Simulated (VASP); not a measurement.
# Ti6C (P6/mmm) in VASP: further runs

Runs on Ti6C. Level: PBE. Tasks: relaxation of cell and atoms, single point.

Everything below comes from runs of VASP 6.6.1. Logs are shortened: lines on timing, memory, paths and dates and some standing lists are left out, and cuts for length are marked.

### 1 The cell of the first run

The structure is hexagonal, space group P6/mmm (No. 191). The conventional cell has a = 5.212 Å, b = 5.212 Å, c = 4.217 Å, α = 90.00°, β = 90.00°, γ = 120.00°. Ti (site symmetry m2m) has 3 Ti at 1.71 to 1.79 Å within 2.3 Å. C (site symmetry 6/mmm) has 12 Ti at 2.71 Å within 3.6 Å.

The cell was generated, and may not be a known phase.

### 2 Relaxation of cell and atoms, PBE

Contents of INCAR:

```
SYSTEM = Ti6C
ALGO = Normal ; EDIFF = 1E-6
EDIFFG = -0.04 ; ENCUT = 600
GGA = PE ; IBRION = 2
ISIF = 3 ; ISMEAR = 0
LASPH = .True. ; LCHARG = .False.
LREAL = .False. ; LWAVE = .False.
NELM = 80 ; NSW = 90
PREC = Accurate ; SIGMA = 0.1
```

Contents of KPOINTS:

```
k-points
0
Gamma
  6 6 4
  0 0 0
```

Contents of POSCAR:

```
Ti6C
1.0
    5.2118792800      0.0000000000      0.0000000000
   -2.6059396400      4.5136198600      0.0000000000
    0.0000000000      0.0000000000      4.2166847300
Ti C
6 1
Direct
    0.3281172400      0.0000000000      0.5000000000
    0.0000000000      0.3281172400      0.5000000000
    0.6718827600      0.6718827600      0.5000000000
    0.6718827600      0.0000000000      0.5000000000
    0.0000000000      0.6718827600      0.5000000000
    0.3281172400      0.3281172400      0.5000000000
    0.0000000000      0.0000000000      0.0000000000
```

Potentials or basis: VASP PAW PBE potentials, release 64 (Ti_sv, C).

Started as:

```sh
> cat potpaw_PBE.64/Ti_sv/POTCAR potpaw_PBE.64/C/POTCAR > POTCAR
> mpirun -np 1 vasp_std > vasp.out
```

OUTCAR:

```text
SYSTEM = Ti6C
   EDIFF = 1E-6
   EDIFFG = -0.04
   ENCUT = 600
   GGA = PE
   IBRION = 2
   ISIF = 3
   ISMEAR = 0
   LASPH = .True.
   LREAL = .False.
   NELM = 80
   NSW = 90
   PREC = Accurate

 ion  position               nearest neighbor table
   1  0.328  0.000  0.500-   5 1.71   6 1.71   4 1.79
   2  0.000  0.328  0.500-   6 1.71   4 1.71   5 1.79
   3  0.672  0.672  0.500-   5 1.71   4 1.71   6 1.79
   4  0.672  0.000  0.500-   2 1.71   3 1.71   1 1.79
   5  0.000  0.672  0.500-   3 1.71   1 1.71   2 1.79
   6  0.328  0.328  0.500-   2 1.71   1 1.71   3 1.79
   7  0.000  0.000  0.000-

  LATTYP: Found a hexagonal cell.
 ALAT       =     5.2118792800
 C/A-ratio  =     0.8090526475

  Lattice vectors:

 A1 = (   5.2118792800,   0.0000000000,   0.0000000000)
 A2 = (  -2.6059396400,   4.5136198600,   0.0000000000)
 A3 = (   0.0000000000,   0.0000000000,   4.2166847300)

Analysis of symmetry for initial positions (statically):
=====================================================================
 Subroutine PRICEL returns:
 Original cell was already a primitive cell.

 Routine SETGRP: Setting up the symmetry group for a
 hexagonal supercell.

 Subroutine GETGRP returns: Found 24 space group operations
 (whereof 24 operations were pure point group operations)
 out of a pool of 24 trial point group operations.

The static configuration has the point symmetry D_6h.

Analysis of symmetry for dynamics (positions and initial velocities):
=====================================================================
 Subroutine PRICEL returns:
 Original cell was already a primitive cell.

 Routine SETGRP: Setting up the symmetry group for a
 hexagonal supercell.

 Subroutine GETGRP returns: Found 24 space group operations
 (whereof 24 operations were pure point group operations)
 out of a pool of 24 trial point group operations.

The dynamic configuration has the point symmetry D_6h.

 Subroutine INISYM returns: Found 24 space group operations
 (whereof 24 operations are pure point group operations),
 and found     1 'primitive' translations

----------------------------------------------------------------------------------------

                                     Primitive cell

  volume of cell :      99.1952

  direct lattice vectors                    reciprocal lattice vectors
     5.211879280  0.000000000  0.000000000     0.191869371  0.110775833  0.000000000
    -2.605939640  4.513619860  0.000000000     0.000000000  0.221551666  0.000000000
     0.000000000  0.000000000  4.216684730     0.000000000  0.000000000  0.237153134

[... 84 lines left out ...]
   LNONCOLLINEAR =      F non collinear calculations
   LSORBIT =      F    spin-orbit coupling
   LASPH  =      T    aspherical Exc in radial PAW
   ENCUT  =  600.0 eV  44.10 Ry    6.64 a.u.  10.41 10.41  8.42*2*pi/ulx,y,z
   NELM   =     80;   NELMIN=  2; NELMDL= -5     # of ELM steps
   EDIFF  = 0.1E-05   stopping-criterion for ELM
   LREAL  =      F    real-space projection
   EDIFFG = -.4E-01   stopping-criterion for IOM
   NSW    =     90    number of steps for IOM
   IBRION =      2    ionic relax: 0-MD 1-quasi-New 2-CG
   NFREE  =      1    steps in history (QN), initial steepest desc. (CG)
   ISIF   =      3    stress and relaxation
   ISYM   =      2    0-nonsym 1-usesym 2-fastsym
   POTIM  = 0.5000    time-step for ionic-motion
   TEBEG  =    0.0;   TEEND  =   0.0 temperature during run
   PSTRESS=    0.0 pullay stress
   NELECT =      76.0000    total number of electrons
   NUPDOWN=      -1.0000    fix difference up-down
   EMIN   =  10.00;   EMAX   =-10.00  energy-range for DOS
   EFERMI =   0.00;   METHOD = LEGACY
   ISMEAR =     0;   SIGMA  =   0.10  broadening in eV -4-tet -1-fermi 0-gaus
   EFERMI_NEDOS =   21; number of points for ismear=-14 and -15
   IALGO  =     38    algorithm
   IMIX   =      4    mixing-type and parameters
     AMIX     =   0.40;   BMIX     =  1.00
     AMIX_MAG =   1.60;   BMIX_MAG =  1.00
  volume/ion in A,a.u.               =      14.17        95.63
  Fermi-wavevector in a.u.,A,eV,Ry     =   1.498014  2.830836 30.532099  2.244046
  Thomas-Fermi vector in A             =   2.609828
   LORBIT       =      0    0 simple, 1 ext, 2 COOP (PROOUT), +10 PAW based schemes
   GGA     = PE    functional components
   LHFCALC =     F    Hartree Fock is set to
   AEXX    =    0.0000 exact exchange contribution
   IVDW    =     0    specifies the selected vdW correction
   LEPSILON=     F    determine dielectric tensor
   LRPA    =     F    only Hartree local field effects (RPA)
 conjugate gradient relaxation of ions
 non-spin polarized calculation
 Gauss-broadening in eV      SIGMA  =   0.10
  energy-cutoff  :      600.00
  volume of cell :       99.20
 maximum number of plane-waves:      3353
 NGX is ok and might be reduce to    42
   NGX = 21   NGY = 21   NGZ = 17

--------------------------------------- Ionic step        1  -------------------------------------------

 number of electron      75.9999985 magnetization

 Free energy of the ion-electron system (eV)
  ---------------------------------------------------
  ext. energy  EPLUGINS =         0.00000000
  ---------------------------------------------------
  free energy    TOTEN  =       -15.05130675 eV

  energy without entropy =      -15.00031964  energy(sigma->0) =      -15.02581320

------------------------ aborting loop because EDIFF is reached ----------------------------------------

  FORCE on cell =-STRESS in cart. coord.  units (eV):
  Direction    XX          YY          ZZ          XY          YZ          ZX
  --------------------------------------------------------------------------------------
  -------------------------------------------------------------------------------------
  Total      114.6548083    114.6548084    -14.6833532      0.0000000     -0.0000000      0.0000000
  in kB     1851.8781014   1851.8781031   -237.1621448      0.0000000     -0.0000000      0.0000000
  external PRESSURE =    1155.5313533 kB  Pullay stress =       0.0000000 kB
[... 3152 lines left out ...]
     44      12.8269      0.00000
     45      13.2191      0.00000

[... ionic steps 4 to 15 ...]

--------------------------------------- Ionic step       16  -------------------------------------------

 number of electron      76.0000042 magnetization

------------------------ aborting loop because EDIFF is reached ----------------------------------------
[... 77 lines left out ...]
--------------------------------------- Ionic step       18  -------------------------------------------

 number of electron      76.0000010 magnetization

 Free energy of the ion-electron system (eV)
  ---------------------------------------------------
  ext. energy  EPLUGINS =         0.00000000
  ---------------------------------------------------
  free energy    TOTEN  =       -46.12816011 eV

  energy without entropy =      -46.08156926  energy(sigma->0) =      -46.10486468

 E-fermi :   6.6772     XC(G=0): -10.7974

 val. band max:        6.6428063482   @ k =   0.3333   0.0000   0.5000
 cond. band min:       6.6942679193   @ k =   0.3333   0.3333   0.0000
 fundamental gap:      0.0514615711
 Fermi energy:         6.6771523157
[... 1040 lines left out ...]
  FREE ENERGIE OF THE ION-ELECTRON SYSTEM (eV)
  ---------------------------------------------------
  free  energy   TOTEN  =       -46.1281601115 eV

  energy  without entropy=      -46.0815692581  energy(sigma->0) =      -46.10486468

 reached required accuracy - stopping structural energy minimisation
```

OSZICAR:

```text
N       E                     dE             d eps       ncg     rms          rms(c)
DAV:   1     0.126851178550E+04    0.12685E+04   -0.44064E+04  1890   0.244E+03
DAV:   2     0.145605406894E+03   -0.11229E+04   -0.11009E+04  1890   0.721E+02
DAV:   3     0.209540185988E+01   -0.14351E+03   -0.13964E+03  2673   0.242E+02
[... 277 lines left out ...]
DAV:   4    -0.461279606010E+02    0.36088E-03   -0.25018E-03  2700   0.254E-01    0.708E-02
DAV:   5    -0.461280654958E+02   -0.10489E-03   -0.50334E-04  2481   0.124E-01    0.404E-02
DAV:   6    -0.461281538559E+02   -0.88360E-04   -0.25362E-04  2858   0.652E-02    0.243E-02
DAV:   7    -0.461281599459E+02   -0.60900E-05   -0.44887E-05  2452   0.373E-02    0.428E-03
DAV:   8    -0.461281601115E+02   -0.16566E-06   -0.30855E-06  1740   0.111E-02
  18 F= -.46128160E+02 E0= -.46104865E+02  d E =-.954400E-02
```

CONTCAR:

```text
Ti6C
   1.00000000000000
     7.5239096923692754    0.0000000000000000    0.0000000000000000
    -3.7619548461846377    6.5158969343415079    0.0000000000000000
     0.0000000000000000    0.0000000000000000    2.5151033559397740
  Ti              C
     6     1
Direct
     0.3177900253787846    0.0000000000000000    0.5000000000000000
     0.0000000000021538    0.3177900253830923    0.5000000000000000
     0.6822099746190615    0.6822099746169076    0.5000000000000000
     0.6822099746212154    0.0000000000000000    0.5000000000000000
     0.9999999999978464    0.6822099746169076    0.5000000000000000
     0.3177900253809385    0.3177900253830923    0.5000000000000000
     0.0000000000000000    0.0000000000000000    0.0000000000000000

  0.00000000E+00  0.00000000E+00  0.00000000E+00
  0.00000000E+00  0.00000000E+00  0.00000000E+00
  0.00000000E+00  0.00000000E+00  0.00000000E+00
  0.00000000E+00  0.00000000E+00  0.00000000E+00
  0.00000000E+00  0.00000000E+00  0.00000000E+00
  0.00000000E+00  0.00000000E+00  0.00000000E+00
  0.00000000E+00  0.00000000E+00  0.00000000E+00
```

Wall time 18 min (1 thread of Intel Xeon 6975P-C (Granite Rapids), shared host); peak memory 0.3 GiB.

What came out:

```
Free energy                           : -46.1282 eV
Relaxed volume                        : 17.61 Å³/atom
Relaxed cell                          : a = 7.524 Å, b = 7.524 Å, c = 2.515 Å, α = 90.00°, β = 90.00°, γ = 120.00°
Space group after relaxing (to 0.1 Å) : P6/mmm (No. 191)
Pressure after relaxing               : 0.0 GPa
Largest force after relaxing          : 0.035 eV/Å
Band gap on the k mesh                : zero (bands 38 and 39 overlap by 1.30 eV)
```

Forces in eV/Å, atoms in the order of the input:
```
Ti  -0.035  0.000  0.000
Ti   0.017 -0.030  0.000
Ti   0.017  0.030  0.000
Ti   0.035  0.000  0.000
Ti  -0.017  0.030  0.000
Ti  -0.017 -0.030  0.000
C    0.000  0.000  0.000
```

Final structure:
```cif
data_structure
_symmetry_space_group_name_H-M 'P 1'
_symmetry_Int_Tables_number 1
_cell_length_a 7.5239
_cell_length_b 7.5239
_cell_length_c 2.5151
_cell_angle_alpha 90.000
_cell_angle_beta 90.000
_cell_angle_gamma 120.000
_cell_volume 123.30
loop_
_atom_site_label
_atom_site_type_symbol
_atom_site_fract_x
_atom_site_fract_y
_atom_site_fract_z
_atom_site_occupancy
Ti1 Ti 0.31779 0.00000 0.50000 1
Ti2 Ti 0.00000 0.31779 0.50000 1
Ti3 Ti 0.68221 0.68221 0.50000 1
Ti4 Ti 0.68221 0.00000 0.50000 1
Ti5 Ti 0.00000 0.68221 0.50000 1
Ti6 Ti 0.31779 0.31779 0.50000 1
C1 C 0.00000 0.00000 0.00000 1
```

Caveat: the k points lie up to 0.62 Å⁻¹ apart in the final cell, too coarse for converged energies and pressures of a metal; the volume moved by over 15 % at a fixed basis, so the end points are rough.

(Continued in part 2 of 2.)

The gap in the log of VASP goes by the Fermi energy; the results here count the filled bands.